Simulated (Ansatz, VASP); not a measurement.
One calculation of CaC2, two programs

INCAR

```
PREC = Accurate ; ENCUT = 520
EDIFF = 1E-6 ; ISMEAR = 0
SIGMA = 0.05 ; LREAL = F
LASPH = T ; NELM = 100
ALGO = Fast ; ISIF = 2
LWAVE = F ; LCHARG = F
GGA = CA ; NBANDS = 16
```

KPOINTS

```
regular mesh
0
Gamma
  10 10 10
```

Contents of POSCAR:

```
CaC2
1.0
   -1.9342985994      1.9342985994      2.9619528993
    1.9342985994     -1.9342985994      2.9619528993
    1.9342985994      1.9342985994     -2.9619528993
Ca C
1 2
Direct
    0.0000000000      0.0000000000      0.0000000000
    0.5978927200      0.5978927200      0.0000000000
    0.4021072800      0.4021072800      0.0000000000
```

Input for Ansatz:

```yaml
crystal:
  lattice:
    - [-1.9342985994, 1.9342985994, 2.9619528993]
    - [1.9342985994, -1.9342985994, 2.9619528993]
    - [1.9342985994, 1.9342985994, -2.9619528993]
  atoms:
    - { symbol: Ca, position: [0.0, 0.0, 0.0] }
    - { symbol: C, position: [0.59789272, 0.59789272, 0.0] }
    - { symbol: C, position: [0.40210728, 0.40210728, 0.0] }
basis:
  ecutwfc: 420
kpoints:
  mp_grid: { grid: [10, 10, 10] }
hamiltonian:
  xc: lda
scf:
  occupations: { method: gaussian, width: 0.05 }
output:
  forces: true
  stress: true
  eigenvalues: true
```

Change from the starting cell: strain -0.0750 x Voigt [0, 0, 1, 0, 0, 0], atoms carried along.

Alike in both runs: task single point; functional LDA; k mesh 10 × 10 × 10; occupations gaussian, width 0.05 eV; no spin polarisation.

|  | VASP | Ansatz |
| --- | --- | --- |
| version | VASP 6.6.1 | Ansatz 0.2.0 |
| potentials or method | VASP PAW LDA potentials, release 64 (Ca_sv, C), cutoff 520 eV | scalar-relativistic, plane waves, PAW |
| valence electrons in the cell | 18 | 18 |

```tsv
	VASP	Ansatz	Ansatz less VASP
gap on the k mesh at the Fermi level (eV)	1.37	1.39	+0.016
least direct gap on the mesh (eV)	2.54	2.55	+0.012
pressure (GPa)	15.7	15.0	-0.63
traceless stress, the component that is largest in VASP (GPa)	37.99	37.18	-0.805
rms of the force components (eV/Å)	4.300	4.205	-0.0948
```

LDA's correlation is that of Perdew and Zunger in VASP and of Perdew and Wang (1992) in Ansatz. Atom by atom the forces differ by 0.095 eV/Å (rms over components).
